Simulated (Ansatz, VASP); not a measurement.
## Nb3B in VASP and in Ansatz

```
CELL_PARAMETERS angstrom
3.92687 0.00000 0.00000
0.00000 3.92687 0.00000
0.00000 0.00000 3.92687
ATOMIC_POSITIONS crystal
Nb 0.00000 0.50000 0.50000
Nb 0.50000 0.00000 0.50000
Nb 0.50000 0.50000 0.00000
B 0.00000 0.00000 0.00000
```

Change from the starting cell: species swapped into the MnZn3 type (Pm-3m, No. 221).

Alike in both runs: functional PBE; k mesh 12 × 12 × 12; occupations gaussian, width 0.1 eV; no spin polarisation.

Ansatz relaxed the structure, and its values are those at the end. VASP's run is a single point on that final structure, the one shown.

|  | VASP | Ansatz |
| --- | --- | --- |
| version | VASP 6.6.1 | Ansatz 0.2.0 |
| potentials or method | VASP PAW PBE potentials, release 64 (Nb_sv, B), cutoff 520 eV | scalar-relativistic, plane waves, PAW |
| valence electrons in the cell | 42 | 42 |

|  | VASP | Ansatz | Ansatz less VASP |
| --- | --- | --- | --- |
| gap on the k mesh at the Fermi level (eV) | none | none | - |
| pressure (GPa) | -0.3 | 0.0 | +0.29 |

A gap of «none» marks a metal or a gap that the smearing closes. With one functional, cell and mesh, what is left measures potentials, basis and numerics.
